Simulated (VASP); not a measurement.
# C (C2/m) in VASP: a series of runs

Runs on C. Level: PBE. Tasks: single point.

Everything below comes from runs of VASP 6.6.1. Logs are shortened: lines on timing, memory, paths and dates and some standing lists are left out, and cuts for length are marked.

### 1 The cell of the first run

It takes space group C2/m (No. 12, monoclinic). The conventional cell has a = 4.255 Å, b = 2.457 Å, c = 3.765 Å, α = 90.00°, β = 111.49°, γ = 90.00°. Within 1.9 Å of C (site symmetry m) lie 3 C at 1.42 Å.

### 2 Single point, PBE

Input file INCAR:

```
SYSTEM = C
PREC = Accurate ; ENCUT = 520
EDIFF = 1E-6 ; ISMEAR = 0
SIGMA = 0.020999999999999998 ; LREAL = .FALSE.
LASPH = .TRUE. ; NELM = 100
ALGO = Normal ; ISIF = 2
LWAVE = .FALSE. ; LCHARG = .TRUE.
GGA = PE ; LELF = .TRUE.
LVHAR = .TRUE. ; NBANDS = 11
```

Input file KPOINTS:

```
Automatic mesh
0
G
  13 13 8
  0 0 0
```

Input file POSCAR:

```
C
1.0
    2.1273203072     -1.2282824400      0.0000000000
    2.1273203072      1.2282824400      0.0000000000
   -1.3790696309      0.0000000000      3.5028300786
C
2
Direct
    0.1666444700      0.1666444700      0.9999069600
    0.8333555300      0.8333555300      0.0000930400
```

Potentials or basis: VASP PAW PBE potentials, release 64 (C).

Started as:

```sh
cat potpaw_PBE.64/C/POTCAR > POTCAR
mpirun -np 1 vasp_std > vasp.out
```

OUTCAR:

```text
SYSTEM = C
   PREC = Accurate
   ENCUT = 520
   EDIFF = 1E-6
   ISMEAR = 0
   LREAL = .FALSE.
   LASPH = .TRUE.
   NELM = 100
   ISIF = 2
   GGA = PE

 ion  position               nearest neighbor table
   1  0.167  0.167  1.000-   2 1.42   2 1.42   2 1.42
   2  0.833  0.833  0.000-   1 1.42   1 1.42   1 1.42

  LATTYP: Found a base centered monoclinic cell.
 ALAT       =     4.2546406144
 B/A-ratio  =     0.5773848141
 C/A-ratio  =     0.8848045598
 COS(beta)  =    -0.3663329314

  Lattice vectors:

 A1 = (   2.1273203072,  -1.2282824400,   0.0000000000)
 A2 = (   2.1273203072,   1.2282824400,   0.0000000000)
 A3 = (  -1.3790696309,   0.0000000000,   3.5028300786)

Analysis of symmetry for initial positions (statically):
=====================================================================
 Subroutine PRICEL returns:
 Original cell was already a primitive cell.

 Routine SETGRP: Setting up the symmetry group for a
 base centered monoclinic supercell.

 Subroutine GETGRP returns: Found  4 space group operations
 (whereof  4 operations were pure point group operations)
 out of a pool of  4 trial point group operations.

The static configuration has the point symmetry C_2h.

Analysis of symmetry for dynamics (positions and initial velocities):
=====================================================================
 Subroutine PRICEL returns:
 Original cell was already a primitive cell.

 Routine SETGRP: Setting up the symmetry group for a
 base centered monoclinic supercell.

 Subroutine GETGRP returns: Found  4 space group operations
 (whereof  4 operations were pure point group operations)
 out of a pool of  4 trial point group operations.

The dynamic configuration has the point symmetry C_2h.

 Subroutine INISYM returns: Found  4 space group operations
 (whereof  4 operations are pure point group operations),
 and found     1 'primitive' translations

----------------------------------------------------------------------------------------

                                     Primitive cell

  volume of cell :      18.3054

  direct lattice vectors                    reciprocal lattice vectors
     2.127320307 -1.228282440  0.000000000     0.235037478 -0.407072497  0.092534619
     2.127320307  1.228282440  0.000000000     0.235037478  0.407072497  0.092534619
    -1.379069631  0.000000000  3.502830079     0.000000000  0.000000000  0.285483446

  length of vectors
     2.456454649  2.456454649  3.764525416     0.479075453  0.479075453  0.285483446

  position of ions in fractional coordinates (direct lattice)
     0.166644470  0.166644470  0.999906960
     0.833355530  0.833355530  0.000093040

  ion indices of the primitive-cell ions
   primitive index   ion index
                 1           1
                 2           2

----------------------------------------------------------------------------------------

 KPOINTS: Automatic mesh

Automatic generation of k-mesh.
 Grid dimensions read from file:
 generate k-points for:   13   13    8

 Generating k-lattice:

  Cartesian coordinates                     Fractional coordinates (reciprocal lattice)
     0.018079806 -0.031313269  0.007118048     0.076923077 -0.000000000  0.000000000
     0.018079806  0.031313269  0.007118048    -0.000000000  0.076923077  0.000000000
     0.000000000  0.000000000  0.035685431     0.000000000  0.000000000  0.125000000

  Length of vectors
     0.036851958  0.036851958  0.035685431

  Shift w.r.t. Gamma in fractional coordinates (k-lattice)
     0.000000000  0.000000000  0.000000000

 Subroutine IBZKPT returns following result:
 ===========================================

 Found    371 irreducible k-points:

 Following reciprocal coordinates:
            Coordinates               Weight
  0.000000  0.000000  0.000000      1.000000
  0.076923 -0.000000  0.000000      4.000000
  0.153846  0.000000 -0.000000      4.000000
  0.230769 -0.000000 -0.000000      4.000000
  0.307692  0.000000 -0.000000      4.000000
  0.384615  0.000000 -0.000000      4.000000
[... 16 lines left out ...]
  0.384615  0.153846 -0.000000      4.000000
  0.461538  0.153846  0.000000      4.000000
 [... further k-points ...]
   k-points           NKPTS =    371   k-points in BZ     NKDIM =    371   number of bands    NBANDS=     11
   number of dos      NEDOS =    301   number of ions     NIONS =      2
   total plane-waves  NPLWV =   9072
   dimension x,y,z NGX =    18 NGY =   18 NGZ =   28
   dimension x,y,z NGXF=    36 NGYF=   36 NGZF=   56
   ions per type =               2
   NGX,Y,Z   is equivalent  to a cutoff of  12.18, 12.18, 12.37 a.u.
   NGXF,Y,Z  is equivalent  to a cutoff of  24.36, 24.36, 24.73 a.u.
 SYSTEM =  C
   PREC   = accura    normal or accurate (medium, high low for compatibility)
   ISTART =      0    job   : 0-new  1-cont  2-samecut
   ICHARG =      2    charge: 1-file 2-atom 10-const
   ISPIN  =      1    spin polarized calculation?
   LNONCOLLINEAR =      F non collinear calculations
   LSORBIT =      F    spin-orbit coupling
   LASPH  =      T    aspherical Exc in radial PAW
   ENCUT  =  520.0 eV  38.22 Ry    6.18 a.u.   4.57  4.57  7.00*2*pi/ulx,y,z
   NELM   =    100;   NELMIN=  2; NELMDL= -5     # of ELM steps
   EDIFF  = 0.1E-05   stopping-criterion for ELM
   LREAL  =      F    real-space projection
   EDIFFG = 0.1E-04   stopping-criterion for IOM
   NSW    =      0    number of steps for IOM
   IBRION =     -1    ionic relax: 0-MD 1-quasi-New 2-CG
   NFREE  =      0    steps in history (QN), initial steepest desc. (CG)
   ISIF   =      2    stress and relaxation
   ISYM   =      2    0-nonsym 1-usesym 2-fastsym
   POTIM  = 0.5000    time-step for ionic-motion
   TEBEG  =    0.0;   TEEND  =   0.0 temperature during run
   PSTRESS=    0.0 pullay stress
   NELECT =       8.0000    total number of electrons
   NUPDOWN=      -1.0000    fix difference up-down
   EMIN   =  10.00;   EMAX   =-10.00  energy-range for DOS
   EFERMI =   0.00;   METHOD = LEGACY
   ISMEAR =     0;   SIGMA  =   0.02  broadening in eV -4-tet -1-fermi 0-gaus
   EFERMI_NEDOS =   21; number of points for ismear=-14 and -15
   IALGO  =     38    algorithm
   IMIX   =      4    mixing-type and parameters
     AMIX     =   0.40;   BMIX     =  1.00
     AMIX_MAG =   1.60;   BMIX_MAG =  1.00
  volume/ion in A,a.u.               =       9.15        61.77
  Fermi-wavevector in a.u.,A,eV,Ry     =   1.242352  2.347705 20.999765  1.543439
  Thomas-Fermi vector in A             =   2.376710
   LORBIT       =      0    0 simple, 1 ext, 2 COOP (PROOUT), +10 PAW based schemes
   GGA     = PE    functional components
   LHFCALC =     F    Hartree Fock is set to
   AEXX    =    0.0000 exact exchange contribution
   IVDW    =     0    specifies the selected vdW correction
   LEPSILON=     F    determine dielectric tensor
   LRPA    =     F    only Hartree local field effects (RPA)
 non-spin polarized calculation
 Gauss-broadening in eV      SIGMA  =   0.02
  energy-cutoff  :      520.00
  volume of cell :       18.31
 maximum number of plane-waves:       506
   NGX =  9   NGY =  9   NGZ = 13

 number of electron       8.0000000 magnetization

 Free energy of the ion-electron system (eV)
  ---------------------------------------------------
  ext. energy  EPLUGINS =         0.00000000
  ---------------------------------------------------
  free energy    TOTEN  =       -18.43458006 eV

  energy without entropy =      -18.43458006  energy(sigma->0) =      -18.43458006

 E-fermi :   4.1878     XC(G=0): -10.0462

 val. band max:        3.9829865307   @ k =  -0.3077   0.3077   0.0000
 cond. band min:       4.9123502666   @ k =  -0.3077   0.3846   0.3750
 fundamental gap:      0.9293637359
 Fermi energy:         4.1877803064

 k-point     1 :       0.0000    0.0000    0.0000
  band No.  band energies     occupation
      1     -15.3283      2.00000
      2      -2.4777      2.00000
      3       1.3604      2.00000
      4       1.3639      2.00000
      5       8.2877      0.00000
      6      12.7934      0.00000
      7      12.7955      0.00000
      8      15.8825      0.00000
      9      17.2192      0.00000
     10      27.1841      0.00000
     11      28.5771      0.00000

 k-point     2 :       0.0769   -0.0000    0.0000
  band No.  band energies     occupation
      1     -15.1853      2.00000
      2      -2.3262      2.00000
      3       0.8001      2.00000
      4       1.0694      2.00000
      5       8.4888      0.00000
      6      12.8688      0.00000
      7      13.3963      0.00000
      8      15.3845      0.00000
      9      17.4722      0.00000
     10      27.6270      0.00000
     11      28.0169      0.00000

 k-point     3 :       0.1538    0.0000   -0.0000
  band No.  band energies     occupation
      1     -14.7578      2.00000
      2      -1.8745      2.00000
      3      -0.6449      2.00000
      4       0.3602      2.00000
      5       9.0907      0.00000
      6      12.8857      0.00000
      7      14.0496      0.00000
      8      15.0135      0.00000
      9      18.2772      0.00000
     10      26.1768      0.00000
     11      28.7431      0.00000

 k-point     4 :       0.2308   -0.0000   -0.0000
  band No.  band energies     occupation
      1     -14.0505      2.00000
      2      -2.5490      2.00000
      3      -1.1333      2.00000
      4      -0.4646      2.00000
      5      10.0786      0.00000
      6      12.1775      0.00000
      7      12.7247      0.00000
      8      17.2955      0.00000
      9      19.4495      0.00000
     10      24.2036      0.00000
     11      27.2593      0.00000

 k-point     5 :       0.3077    0.0000   -0.0000
  band No.  band energies     occupation
      1     -13.0724      2.00000
      2      -4.6011      2.00000
      3      -1.1973      2.00000
      4      -0.1310      2.00000
      5      10.0756      0.00000
      6      11.4596      0.00000
      7      12.4746      0.00000
      8      19.9111      0.00000
      9      20.1780      0.00000
     10      22.9517      0.00000
     11      26.0507      0.00000
[... 211 lines left out ...]
 k-point    21 :       0.2308    0.1538   -0.0000
  band No.  band energies     occupation
      1     -14.3128      2.00000
      2      -1.6433      2.00000
      3      -1.6048      2.00000
      4      -0.4351      2.00000
      5      10.1250      0.00000
      6      12.8262      0.00000
      7      13.2826      0.00000
      8      15.6656      0.00000
      9      19.4384      0.00000
     10      24.0563      0.00000
     11      29.0882      0.00000

 k-point    22 :       0.3077    0.1538    0.0000
  band No.  band energies     occupation
      1     -13.6053      2.00000
      2      -2.9101      2.00000
      3      -1.6458      2.00000
      4      -0.9106      2.00000
      5      11.2211      0.00000
      6      11.3044      0.00000
      7      14.2834      0.00000
      8      15.9175      0.00000
      9      21.2152      0.00000
     10      22.0305      0.00000
     11      28.0684      0.00000

 k-point    23 :       0.3846    0.1538   -0.0000
  band No.  band energies     occupation
      1     -12.6319      2.00000
      2      -4.5496      2.00000
      3      -2.6519      2.00000
      4       0.0649      2.00000
      5       9.5850      0.00000
      6      12.6198      0.00000
      7      14.6339      0.00000
      8      17.0549      0.00000
      9      20.1492      0.00000
     10      22.9561      0.00000
     11      26.4626      0.00000

 k-point    24 :       0.4615    0.1538    0.0000
  band No.  band energies     occupation
      1     -11.4135      2.00000
      2      -6.3854      2.00000
      3      -3.2828      2.00000
      4       1.2585      2.00000
      5       7.8441      0.00000
      6      14.0994      0.00000
      7      14.5827      0.00000
      8      17.9887      0.00000
      9      19.3994      0.00000
     10      22.7519      0.00000
     11      26.8750      0.00000

 [... further k-points ...]

------------------------ aborting loop because EDIFF is reached ----------------------------------------

  FORCE on cell =-STRESS in cart. coord.  units (eV):
  Direction    XX          YY          ZZ          XY          YZ          ZX
  --------------------------------------------------------------------------------------
  -------------------------------------------------------------------------------------
  Total        0.6092314      0.6007191      0.2397671      0.0000000      0.0000000     -0.0033881
  in kB       53.3227656     52.5777310     20.9855279      0.0000000      0.0000000     -0.2965392
  external PRESSURE =      42.2953415 kB  Pullay stress =       0.0000000 kB

 VOLUME and BASIS-vectors are now :
 -----------------------------------------------------------------------------
  energy-cutoff  :      520.00
  volume of cell :       18.31
      direct lattice vectors                 reciprocal lattice vectors
     2.127320307 -1.228282440  0.000000000     0.235037478 -0.407072497  0.092534619
     2.127320307  1.228282440  0.000000000     0.235037478  0.407072497  0.092534619
    -1.379069631  0.000000000  3.502830079     0.000000000  0.000000000  0.285483446

 POSITION                                       TOTAL-FORCE (eV/Angst)
 -----------------------------------------------------------------------------------
     -0.66993      0.00000      3.50250        -0.002285      0.000000      0.003849
      3.54550      0.00000      0.00033         0.002285      0.000000     -0.003849
 -----------------------------------------------------------------------------------
    total drift:                               -0.000000     -0.000000      0.000000

  FREE ENERGIE OF THE ION-ELECTRON SYSTEM (eV)
  ---------------------------------------------------
  free  energy   TOTEN  =       -18.4345800633 eV

  energy  without entropy=      -18.4345800633  energy(sigma->0) =      -18.43458006
```

Wall time 45 s (1 thread of Intel Xeon 6975P-C, shared host); peak memory 0.17 GiB.

Results:

| Item | Value |
| --- | --- |
| Free energy | -18.4346 eV |
| Pressure | 4.2 GPa |
| Largest force | 0.004 eV/Å |
| Band gap on the k mesh | 0.93 eV, indirect (least direct gap 0.94 eV) |

Forces in eV/Å, atoms in the order of the input:
```
C   -0.002  0.000  0.004
C    0.002  0.000 -0.004
```

Caveat: this functional lacks dispersion, which binds the layers, so the pressure and a relaxed spacing across them are unreliable. A k mesh can miss the band edges.

### 3 Single point, PBE

Input file INCAR:

```
  ALGO = Normal
  EDIFF = 1E-7
  ENCUT = 520
  GGA = PE
  ISIF = 2
  ISMEAR = 0
  LASPH = True
  LCHARG = False
  LREAL = False
  LWAVE = False
  NBANDS = 11
  NELM = 80
  PREC = Accurate
  SIGMA = 0.022
```

Input file KPOINTS:

```
k-points
0
Gamma
  13 13 8
```

POSCAR is that of step 2.

Potentials or basis: VASP PAW PBE potentials, release 64 (C).

Started as:

```sh
cat potpaw_PBE.64/C/POTCAR > POTCAR
mpirun -np 1 vasp_std > vasp.out
```

Run time: 55 s. Hardware: 1 thread of Intel Xeon 6975P-C, shared host; peak memory 0.17 GiB.

Results (log left out):

```
Free energy            : -18.4346 eV
Pressure               : 4.2 GPa
Largest force          : 0.005 eV/Å
Band gap on the k mesh : 0.93 eV, indirect (least direct gap 0.94 eV)
```

Forces on the atoms (eV/Å):
```
C   -0.002  0.000  0.004
C    0.002  0.000 -0.004
```

Stress tensor (GPa, compression positive):
```
 5.34  0.00 -0.03
 0.00  5.27  0.00
-0.03  0.00  2.13
```

Levels at points of the mesh, in eV from the valence-band top:
```tsv
k point	band 1	band 2	band 3	band 4	band 5	band 6	band 7	band 8
(0.00, 0.00, 0.00)	-19.31	-6.46	-2.62	-2.62	4.31	8.81	8.81	11.90
(0.00, 0.00, 0.50)	-19.10	-8.02	-2.63	-2.63	8.77	8.78	9.93	12.05
```

Caveat: this functional lacks dispersion, which binds the layers, so the pressure and a relaxed spacing across them are unreliable. A k mesh can miss the band edges.

### 4 Single point, PBE

Input file INCAR:

```
PREC = Accurate
ENCUT = 520
EDIFF = 1E-6
ISMEAR = 0
SIGMA = 0.023
LREAL = False
LASPH = True
NELM = 60
ALGO = Normal
ISIF = 2
LWAVE = False
LCHARG = False
GGA = PE
NBANDS = 11
```

Input file KPOINTS:

```
regular mesh
0
Gamma
  13 13 8
```

POSCAR is that of step 3.

Started as:

```sh
cat potpaw_PBE.64/C/POTCAR > POTCAR
mpirun -np 1 vasp_std > vasp.out
```

It took 48 s on 1 thread of Intel Xeon 6975P-C, shared host; peak memory 0.17 GiB.

Results (log left out):

```
Free energy            : -18.4346 eV
Pressure               : 4.2 GPa
Largest force          : 0.004 eV/Å
Band gap on the k mesh : 0.93 eV, indirect (least direct gap 0.94 eV)
```

Forces on the atoms (eV/Å):
```
C   -0.002  0.000  0.004
C    0.002  0.000 -0.004
```

Stress tensor (GPa, compression positive):
```
 5.33  0.00 -0.03
 0.00  5.26  0.00
-0.03  0.00  2.10
```

Levels at points of the mesh, in eV from the valence-band top:
```tsv
k point	band 2	band 3	band 4	band 5	band 6	band 7
(0.00, 0.00, 0.00)	-6.46	-2.62	-2.62	4.30	8.81	8.81
(0.00, 0.00, 0.50)	-8.03	-2.63	-2.63	8.77	8.78	9.93
```

Caveat: this functional lacks dispersion, which binds the layers, so the pressure and a relaxed spacing across them are unreliable.

### 5 Single point, PBE

Input file INCAR:

```
SYSTEM = C
ALGO = Normal
EDIFF = 1E-6
ENCUT = 520
GGA = PE
ISIF = 2
ISMEAR = 0
LASPH = .True.
LCHARG = .True.
LELF = .True.
LREAL = .False.
LVHAR = .True.
LWAVE = .False.
NBANDS = 11
NELM = 100
PREC = Accurate
SIGMA = 0.024
```

Input file KPOINTS:

```
k-points
0
Gamma
  13 13 8
  0 0 0
```

POSCAR is that of step 4.

Started as:

```sh
cat potpaw_PBE.64/C/POTCAR > POTCAR
mpirun -np 1 vasp_std > vasp.out
```

Run time: 38 s. Hardware: 1 thread of Intel Xeon 6975P-C, shared host; peak memory 0.17 GiB.

It converged, with:

| Item | Value |
| --- | --- |
| Free energy | -18.4346 eV |
| Pressure | 4.2 GPa |
| Largest force | 0.004 eV/Å |
| Band gap on the k mesh | 0.93 eV, indirect (least direct gap 0.94 eV) |

Forces in eV/Å, atoms in the order of the input:
```
C   -0.002  0.000  0.004
C    0.002  0.000 -0.004
```

Stress tensor (GPa, compression positive):
```
 5.33  0.00 -0.03
 0.00  5.26  0.00
-0.03  0.00  2.10
```

Levels at points of the mesh, in eV from the valence-band top:
| k point | band 1 | band 2 | band 3 | band 4 | band 5 | band 6 | band 7 | band 8 | band 9 |
| --- | --- | --- | --- | --- | --- | --- | --- | --- | --- |
| (0.00, 0.00, 0.00) | -19.31 | -6.46 | -2.62 | -2.62 | 4.30 | 8.81 | 8.81 | 11.90 | 13.24 |
| (0.00, 0.00, 0.50) | -19.10 | -8.03 | -2.63 | -2.63 | 8.77 | 8.78 | 9.93 | 12.05 | 13.09 |

Caveat: this functional lacks dispersion, which binds the layers, so the pressure and a relaxed spacing across them are unreliable.

### 6 Summary

| smearing | gap on the mesh (eV) | pressure (GPa) |
| --- | --- | --- |
| gaussian 0.021 eV | 0.93 | 4.2 |
| gaussian 0.022 eV | 0.93 | 4.2 |
| gaussian 0.023 eV | 0.93 | 4.2 |
| gaussian 0.024 eV | 0.93 | 4.2 |

Alike in all rows: task single point; level PBE; potentials or basis VASP PAW PBE potentials, release 64 (C); no spin polarisation; cell as given; k mesh 13 × 13 × 8; cutoff (eV) 520.

On the cell as given the gap runs from 0.93 eV (PBE) to 0.93 eV (PBE).

Caveats: this functional lacks dispersion, which binds the layers, so the pressure and a relaxed spacing across them are unreliable.

Total energies depend on the potentials used, so only differences within one code and one set of settings carry meaning.
